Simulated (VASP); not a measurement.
Input of a VASP 6.6.1 run:

INCAR

```
PREC = Accurate
ENCUT = 520
EDIFF = 1E-7
ISMEAR = 0
SIGMA = 0.1
LREAL = False
LASPH = True
NELM = 150
ALGO = Normal
ISIF = 2
LWAVE = False
LCHARG = False
ISPIN = 2
MAGMOM = 1 0
LORBIT = 11
LMAXMIX = 4
GGA = PE
NBANDS = 21
```

Contents of KPOINTS:

```
regular mesh
0
Gamma
  6 6 6
```

POSCAR

```
MoSe
1.0
    1.5313642584      0.8841335668      4.8776787491
   -1.5313642584      0.8841335668      4.8776787491
    0.0000000000     -1.7682671337      4.8776787491
Mo Se
1 1
Direct
    0.0000000000      0.0000000000      0.0000000000
    0.5000000000      0.5000000000      0.5000000000
```

Potentials or basis: VASP PAW PBE potentials, release 64 (Mo_sv, Se).

Command:

```sh
$ cat potpaw_PBE.64/Mo_sv/POTCAR potpaw_PBE.64/Se/POTCAR > POTCAR
$ mpirun -np 1 vasp_std > vasp.out
```

(1) Predict the net moment.

(2) What does it give for the pressure?

(3) What does it give for the site moments?

## Answers

(1) 0.50 μB per cell.

(2) -18.3 GPa.

(3) Mo +0.42; Se -0.01 μB.

Caveat: the k points lie up to 0.40 Å⁻¹ apart.
